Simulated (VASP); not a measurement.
# Ge2P (P6/mmm) in VASP: a series of runs

Ge2P is run at these levels: PBE; tasks: single point, relaxation of cell and atoms.

Everything below comes from runs of VASP 6.6.1. Logs are shortened: lines on timing, memory, paths and dates and some standing lists are left out, and cuts for length are marked.

**1. The cell of the first run**

It takes space group P6/mmm (No. 191, hexagonal). Conventional cell: a = 4.752 Å, b = 4.752 Å, c = 2.732 Å, α = 90.00°, β = 90.00°, γ = 120.00°. Ge (site symmetry -6m2) has 5 Ge at 2.73 to 2.74 Å and 6 P at 3.06 Å within 3.6 Å. P (site symmetry 6/mmm) has 2 P at 2.73 Å and 12 Ge at 3.06 Å within 3.6 Å.

The cell was generated, and may not be a known phase.

**2. Single point, PBE**

Input file INCAR:

```
  ALGO = Normal
  EDIFF = 1E-7
  ENCUT = 520
  GGA = PE
  ISIF = 2
  ISMEAR = 0
  LASPH = True
  LCHARG = False
  LREAL = False
  LWAVE = False
  NBANDS = 24
  NELM = 100
  PREC = Accurate
  SIGMA = 0.1
```

Input file KPOINTS:

```
k-points
0
Gamma
  12 12 16
```

Input file POSCAR:

```
Ge2P
1.0
    4.7515321810      0.0000000000      0.0000000000
   -2.3757660905      4.1149475757      0.0000000000
    0.0000000000      0.0000000000      2.7321125618
Ge P
2 1
Direct
    0.3333333333      0.6666666667      0.5000000000
    0.6666666667      0.3333333333      0.5000000000
    0.0000000000      0.0000000000      0.0000000000
```

Potentials or basis: VASP PAW PBE potentials, release 64 (Ge_d, P).

Launch:

```
cat potpaw_PBE.64/Ge_d/POTCAR potpaw_PBE.64/P/POTCAR > POTCAR
mpirun -np 1 vasp_std > vasp.out
```

OUTCAR:

```text
EDIFF = 1E-7
   ENCUT = 520
   GGA = PE
   ISIF = 2
   ISMEAR = 0
   LASPH = True
   LREAL = False
   NELM = 100
   PREC = Accurate

 ion  position               nearest neighbor table
   1  0.333  0.667  0.500-   2 2.74   2 2.74   2 2.74
   2  0.667  0.333  0.500-   1 2.74   1 2.74   1 2.74
   3  0.000  0.000  0.000-

  LATTYP: Found a hexagonal cell.
 ALAT       =     4.7515321810
 C/A-ratio  =     0.5749961187

  Lattice vectors:

 A1 = (   4.7515321810,   0.0000000000,   0.0000000000)
 A2 = (  -2.3757660905,   4.1149475757,   0.0000000000)
 A3 = (   0.0000000000,   0.0000000000,   2.7321125618)

Analysis of symmetry for initial positions (statically):
=====================================================================
 Subroutine PRICEL returns:
 Original cell was already a primitive cell.

 Routine SETGRP: Setting up the symmetry group for a
 hexagonal supercell.

 Subroutine GETGRP returns: Found 24 space group operations
 (whereof 24 operations were pure point group operations)
 out of a pool of 24 trial point group operations.

The static configuration has the point symmetry D_6h.

Analysis of symmetry for dynamics (positions and initial velocities):
=====================================================================
 Subroutine PRICEL returns:
 Original cell was already a primitive cell.

 Routine SETGRP: Setting up the symmetry group for a
 hexagonal supercell.

 Subroutine GETGRP returns: Found 24 space group operations
 (whereof 24 operations were pure point group operations)
 out of a pool of 24 trial point group operations.

The dynamic configuration has the point symmetry D_6h.

 Subroutine INISYM returns: Found 24 space group operations
 (whereof 24 operations are pure point group operations),
 and found     1 'primitive' translations

----------------------------------------------------------------------------------------

                                     Primitive cell

  volume of cell :      53.4191

  direct lattice vectors                    reciprocal lattice vectors
     4.751532181  0.000000000  0.000000000     0.210458429  0.121508231  0.000000000
    -2.375766090  4.114947576  0.000000000     0.000000000  0.243016462  0.000000000
     0.000000000  0.000000000  2.732112562     0.000000000  0.000000000  0.366017130

  length of vectors
     4.751532181  4.751532181  2.732112562     0.243016462  0.243016462  0.366017130

  position of ions in fractional coordinates (direct lattice)
     0.333333333  0.666666667  0.500000000
     0.666666667  0.333333333  0.500000000
     0.000000000  0.000000000  0.000000000

  ion indices of the primitive-cell ions
   primitive index   ion index
                 1           1
                 2           2
                 3           3

----------------------------------------------------------------------------------------

 KPOINTS: k-points

Automatic generation of k-mesh.
 Grid dimensions read from file:
 generate k-points for:   12   12   16

 Generating k-lattice:

  Cartesian coordinates                     Fractional coordinates (reciprocal lattice)
     0.017538202  0.010125686  0.000000000     0.083333333 -0.000000000  0.000000000
     0.000000000  0.020251372  0.000000000     0.000000000  0.083333333  0.000000000
     0.000000000  0.000000000  0.022876071     0.000000000  0.000000000  0.062500000

  Length of vectors
     0.020251372  0.020251372  0.022876071

  Shift w.r.t. Gamma in fractional coordinates (k-lattice)
     0.000000000  0.000000000  0.000000000

 Subroutine IBZKPT returns following result:
 ===========================================

 Found    171 irreducible k-points:

 Following reciprocal coordinates:
            Coordinates               Weight
  0.000000  0.000000  0.000000      1.000000
  0.083333  0.000000  0.000000      6.000000
  0.166667  0.000000  0.000000      6.000000
  0.250000  0.000000  0.000000      6.000000
  0.333333  0.000000  0.000000      6.000000
  0.416667  0.000000  0.000000      6.000000
[... 16 lines left out ...]
  0.250000  0.000000  0.062500     12.000000
  0.333333  0.000000  0.062500     12.000000
 [... further k-points ...]
   k-points           NKPTS =    171   k-points in BZ     NKDIM =    171   number of bands    NBANDS=     24
   number of dos      NEDOS =    301   number of ions     NIONS =      3
   total plane-waves  NPLWV =  25920
   dimension x,y,z NGX =    36 NGY =   36 NGZ =   20
   dimension x,y,z NGXF=    72 NGYF=   72 NGZF=   40
   ions per type =               2   1
   NGX,Y,Z   is equivalent  to a cutoff of  12.60, 12.60, 12.17 a.u.
   NGXF,Y,Z  is equivalent  to a cutoff of  25.19, 25.19, 24.34 a.u.
 SYSTEM =  unknown system
   PREC   = accura    normal or accurate (medium, high low for compatibility)
   ISTART =      0    job   : 0-new  1-cont  2-samecut
   ICHARG =      2    charge: 1-file 2-atom 10-const
   ISPIN  =      1    spin polarized calculation?
   LNONCOLLINEAR =      F non collinear calculations
   LSORBIT =      F    spin-orbit coupling
   LASPH  =      T    aspherical Exc in radial PAW
   ENCUT  =  520.0 eV  38.22 Ry    6.18 a.u.   8.83  8.83  5.08*2*pi/ulx,y,z
   NELM   =    100;   NELMIN=  2; NELMDL= -5     # of ELM steps
   EDIFF  = 0.1E-06   stopping-criterion for ELM
   LREAL  =      F    real-space projection
   EDIFFG = 0.1E-05   stopping-criterion for IOM
   NSW    =      0    number of steps for IOM
   IBRION =     -1    ionic relax: 0-MD 1-quasi-New 2-CG
   NFREE  =      0    steps in history (QN), initial steepest desc. (CG)
   ISIF   =      2    stress and relaxation
   ISYM   =      2    0-nonsym 1-usesym 2-fastsym
   POTIM  = 0.5000    time-step for ionic-motion
   TEBEG  =    0.0;   TEEND  =   0.0 temperature during run
   PSTRESS=    0.0 pullay stress
   NELECT =      33.0000    total number of electrons
   NUPDOWN=      -1.0000    fix difference up-down
   EMIN   =  10.00;   EMAX   =-10.00  energy-range for DOS
   EFERMI =   0.00;   METHOD = LEGACY
   ISMEAR =     0;   SIGMA  =   0.10  broadening in eV -4-tet -1-fermi 0-gaus
   EFERMI_NEDOS =   21; number of points for ismear=-14 and -15
   IALGO  =     38    algorithm
   IMIX   =      4    mixing-type and parameters
     AMIX     =   0.40;   BMIX     =  1.00
     AMIX_MAG =   1.60;   BMIX_MAG =  1.00
  volume/ion in A,a.u.               =      17.81       120.16
  Fermi-wavevector in a.u.,A,eV,Ry     =   1.394271  2.634791 26.449623  1.943992
  Thomas-Fermi vector in A             =   2.517837
   LORBIT       =      0    0 simple, 1 ext, 2 COOP (PROOUT), +10 PAW based schemes
   GGA     = PE    functional components
   LHFCALC =     F    Hartree Fock is set to
   AEXX    =    0.0000 exact exchange contribution
   IVDW    =     0    specifies the selected vdW correction
   LEPSILON=     F    determine dielectric tensor
   LRPA    =     F    only Hartree local field effects (RPA)
 non-spin polarized calculation
 Gauss-broadening in eV      SIGMA  =   0.10
  energy-cutoff  :      520.00
  volume of cell :       53.42
 maximum number of plane-waves:      1470
 NGX is ok and might be reduce to    36
   NGX = 17   NGY = 17   NGZ = 11

 number of electron      33.0000012 magnetization

 Free energy of the ion-electron system (eV)
  ---------------------------------------------------
  ext. energy  EPLUGINS =         0.00000000
  ---------------------------------------------------
  free energy    TOTEN  =       -12.84927802 eV

  energy without entropy =      -12.84136874  energy(sigma->0) =      -12.84532338

 E-fermi :   7.1816     XC(G=0): -11.2503

 val. band max:        7.1790858583   @ k =   0.1667   0.1667   0.5000
 cond. band min:       7.1833307762   @ k =   0.1667   0.0000   0.3125
 fundamental gap:      0.0042449179
 Fermi energy:         7.1816459480

 k-point     1 :       0.0000    0.0000    0.0000
  band No.  band energies     occupation
      1     -17.6202      2.00000
      2     -17.5494      2.00000
      3     -17.5160      2.00000
      4     -17.5160      2.00000
      5     -17.4616      2.00000
      6     -17.4616      2.00000
[... 16 lines left out ...]
     23      18.1934      0.00000
     24      20.1175      0.00000

 k-point     2 :       0.0833    0.0000    0.0000
  band No.  band energies     occupation
      1     -17.6196      2.00000
      2     -17.5527      2.00000
      3     -17.5196      2.00000
      4     -17.5153      2.00000
      5     -17.4595      2.00000
      6     -17.4577      2.00000
[... 16 lines left out ...]
     23      18.0752      0.00000
     24      20.0552      0.00000

 k-point     3 :       0.1667    0.0000    0.0000
  band No.  band energies     occupation
      1     -17.6178      2.00000
      2     -17.5606      2.00000
      3     -17.5277      2.00000
      4     -17.5143      2.00000
      5     -17.4557      2.00000
      6     -17.4543      2.00000
[... 16 lines left out ...]
     23      17.7515      0.00000
     24      19.7183      0.00000

 k-point     4 :       0.2500    0.0000    0.0000
  band No.  band energies     occupation
      1     -17.6149      2.00000
      2     -17.5703      2.00000
      3     -17.5365      2.00000
      4     -17.5138      2.00000
      5     -17.4565      2.00000
      6     -17.4510      2.00000
[... 16 lines left out ...]
     23      17.3238      0.00000
     24      19.0659      0.00000

 k-point     5 :       0.3333    0.0000    0.0000
  band No.  band energies     occupation
      1     -17.6110      2.00000
      2     -17.5800      2.00000
      3     -17.5438      2.00000
      4     -17.5140      2.00000
      5     -17.4573      2.00000
      6     -17.4486      2.00000
[... 451 lines left out ...]
 k-point    22 :       0.1667    0.0000    0.0625
  band No.  band energies     occupation
      1     -17.6109      2.00000
      2     -17.5543      2.00000
      3     -17.5274      2.00000
      4     -17.5125      2.00000
      5     -17.4588      2.00000
      6     -17.4563      2.00000
[... 16 lines left out ...]
     23      16.9045      0.00000
     24      19.6546      0.00000

 k-point    23 :       0.2500    0.0000    0.0625
  band No.  band energies     occupation
      1     -17.6081      2.00000
      2     -17.5646      2.00000
      3     -17.5361      2.00000
      4     -17.5116      2.00000
      5     -17.4596      2.00000
      6     -17.4541      2.00000
[... 16 lines left out ...]
     23      16.6453      0.00000
     24      19.2743      0.00000

 k-point    24 :       0.3333    0.0000    0.0625
  band No.  band energies     occupation
      1     -17.6043      2.00000
      2     -17.5744      2.00000
      3     -17.5434      2.00000
      4     -17.5115      2.00000
      5     -17.4604      2.00000
      6     -17.4517      2.00000
[... 16 lines left out ...]
     23      16.7682      0.00000
     24      18.1886      0.00000

 [... further k-points ...]

------------------------ aborting loop because EDIFF is reached ----------------------------------------

  FORCE on cell =-STRESS in cart. coord.  units (eV):
  Direction    XX          YY          ZZ          XY          YZ          ZX
  --------------------------------------------------------------------------------------
  -------------------------------------------------------------------------------------
  Total        0.0095157      0.0095157     -0.0031269      0.0000000     -0.0000000      0.0000000
  in kB        0.2854004      0.2854004     -0.0937831      0.0000000     -0.0000000      0.0000000
  external PRESSURE =       0.1590059 kB  Pullay stress =       0.0000000 kB

 VOLUME and BASIS-vectors are now :
 -----------------------------------------------------------------------------
  energy-cutoff  :      520.00
  volume of cell :       53.42
      direct lattice vectors                 reciprocal lattice vectors
     4.751532181  0.000000000  0.000000000     0.210458429  0.121508231  0.000000000
    -2.375766090  4.114947576  0.000000000     0.000000000  0.243016462  0.000000000
     0.000000000  0.000000000  2.732112562     0.000000000  0.000000000  0.366017130

 POSITION                                       TOTAL-FORCE (eV/Angst)
 -----------------------------------------------------------------------------------
     -0.00000      2.74330      1.36606        -0.000000      0.000000     -0.000000
      2.37577      1.37165      1.36606         0.000000      0.000000      0.000000
      0.00000      0.00000      0.00000         0.000000      0.000000      0.000000
 -----------------------------------------------------------------------------------
    total drift:                                0.000000      0.000000     -0.000000

  FREE ENERGIE OF THE ION-ELECTRON SYSTEM (eV)
  ---------------------------------------------------
  free  energy   TOTEN  =       -12.8492780220 eV

  energy  without entropy=      -12.8413687373  energy(sigma->0) =      -12.84532338
```

It took 1.7 min on 1 thread of Intel Xeon Platinum 8124M at 3.00GHz (Skylake/Cascade Lake), shared host; peak memory 0.3 GiB.

Results:

* Free energy: -12.8493 eV
* Pressure: 0.0 GPa
* Band gap on the k mesh: zero (an odd number of electrons rules out a gap without spin polarisation)

**3. Relaxation of cell and atoms, PBE**

This run uses another cell than the first one, of 17.93 Å³/atom.

Input file INCAR:

```
SYSTEM = Ge2P
ALGO = Normal ; EDIFF = 1E-6
EDIFFG = -0.01 ; ENCUT = 600
GGA = PE ; IBRION = 2
ISIF = 3 ; ISMEAR = 0
LASPH = .True. ; LCHARG = .False.
LREAL = .False. ; LWAVE = .False.
NELM = 80 ; NSW = 100
PREC = Accurate ; SIGMA = 0.1
```

Input file KPOINTS:

```
k-points
0
Gamma
  12 12 16
  0 0 0
```

Input file POSCAR:

```
Ge2P
1.0
    4.5850547030      0.0000000000      0.0000000000
   -2.2925273515      3.9707738505      0.0000000000
    0.0000000000      0.0000000000      2.9544084092
Ge P
2 1
Direct
    0.3333333333      0.6666666667      0.5000000000
    0.6666666667      0.3333333333      0.5000000000
    0.0000000000      0.0000000000      0.0000000000
```

Potentials or basis: VASP PAW PBE potentials, release 64 (Ge_d, P).

Launch:

```
cat potpaw_PBE.64/Ge_d/POTCAR potpaw_PBE.64/P/POTCAR > POTCAR
mpirun -np 1 vasp_std > vasp.out
```

Wall time 15 min (1 thread of Intel Xeon Platinum 8124M at 3.00GHz (Skylake/Cascade Lake), shared host); peak memory 0.35 GiB.

Results (log left out):

| Property | Result |
| --- | --- |
| Free energy | -12.8497 eV |
| Relaxed volume | 17.80 Å³/atom |
| Relaxed cell | a = 4.751 Å, b = 4.751 Å, c = 2.731 Å, α = 90.00°, β = 90.00°, γ = 120.00° |
| Space group after relaxing (to 0.1 Å) | P6/mmm (No. 191) |
| Energy gained by relaxing | 30.1 meV/atom |
| Ionic steps | 12 |
| Pressure after relaxing | 0.1 GPa |

Step by step:
| step | energy change (eV) | largest force (eV/Å) | pressure (GPa) | volume (Å³) |
| --- | --- | --- | --- | --- |
| 1 | 0.0000 | 0.0000 | 0.40 | 53.79 |
| 2 | -0.0358 | 0.0000 | -0.15 | 54.12 |
| 3 | -0.0728 | 0.0000 | -1.26 | 54.55 |
| 4 | -0.0735 | 0.0000 | -2.13 | 55.24 |
| 5 | -0.0812 | 0.0000 | -1.89 | 54.95 |
| 6 | -0.0829 | 0.0000 | 1.24 | 52.67 |
| 7 | -0.0892 | 0.0000 | -0.35 | 53.72 |
| 8 | -0.0892 | 0.0000 | -0.25 | 53.69 |
| 9 | -0.0901 | 0.0000 | -0.11 | 53.54 |
| 10 | -0.0904 | 0.0000 | -0.16 | 53.43 |
| 11 | -0.0894 | 0.0000 | 0.38 | 53.19 |
| 12 | -0.0904 | 0.0000 | 0.08 | 53.39 |

Final structure:
```
Ge P
1.0
     4.75114    0.00000    0.00000
    -2.37557    4.11461    0.00000
     0.00000    0.00000    2.73093
Ge P
2 1
Direct
  0.33333 0.66667 0.50000
  0.66667 0.33333 0.50000
  0.00000 0.00000 0.00000
```

Levels at points of the mesh, in eV from the Fermi level:
```csv
k point,band 14,band 15,band 16,band 17,band 18,band 19,band 20
"(0.00, 0.00, 0.00)",-4.01,-4.01,-3.41,-3.41,3.78,7.60,8.00
"(0.50, 0.00, 0.00)",-5.90,-0.07,0.65,1.73,3.06,4.30,4.45
"(0.00, 0.00, 0.50)",-2.63,-2.06,-0.67,-0.55,-0.55,-0.17,-0.17
"(0.50, 0.00, 0.50)",-5.14,-3.59,-2.43,-1.57,-1.06,2.76,4.00
```

Caveat: the highest band is partly filled, so the run has too few bands.
